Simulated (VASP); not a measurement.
A run of VASP 6.6.1 is set up as follows.

Contents of INCAR:

```
SYSTEM = AgCl6
PREC = Accurate ; ENCUT = 520
EDIFF = 1E-7 ; ISMEAR = 0
SIGMA = 0.1 ; LREAL = .FALSE.
LASPH = .TRUE. ; NELM = 60
ALGO = Fast ; ISIF = 2
LWAVE = .FALSE. ; LCHARG = .FALSE.
GGA = PE ; NBANDS = 36
```

Contents of KPOINTS:

```
Automatic mesh
0
G
  4 4 4
  0 0 0
```

Contents of POSCAR:

```
AgCl6
1.0
    7.2457480229      0.0000000000      0.0000000000
    0.0000000000      7.2457480229      0.0000000000
    0.0000000000      0.0000000000      7.2457480229
Ag Cl
1 6
Direct
    0.0000000000      0.0000000000      0.0000000000
    0.1418436307      0.5000000000      0.5000000000
    0.5000000000      0.1418436307      0.5000000000
    0.8581563693      0.5000000000      0.5000000000
    0.5000000000      0.8581563693      0.5000000000
    0.5000000000      0.5000000000      0.1418436307
    0.5000000000      0.5000000000      0.8581563693
```

Potentials or basis: VASP PAW PBE potentials, release 64 (Ag, Cl).

Command:

```bash
$ cat potpaw_PBE.64/Ag/POTCAR potpaw_PBE.64/Cl/POTCAR > POTCAR
$ mpirun -np 1 vasp_std > vasp.out
```

Question: Estimate the pressure.

Answer: -0.1 GPa.

Question: Estimate the largest force.

Answer: 0.156 eV/Å.

Question: Estimate the band gap on the k mesh.

Answer: Zero (an odd number of electrons rules out a gap without spin polarisation).

Forces on the atoms (eV/Å):
```
Ag   0.000  0.000  0.000
Cl  -0.156  0.000  0.000
Cl   0.000 -0.156  0.000
Cl   0.156  0.000  0.000
Cl   0.000  0.156  0.000
Cl   0.000  0.000 -0.156
Cl   0.000  0.000  0.156
```

Caveat: an odd number of electrons without spin polarisation forces a metal; a magnetic or distorted state may lie lower.
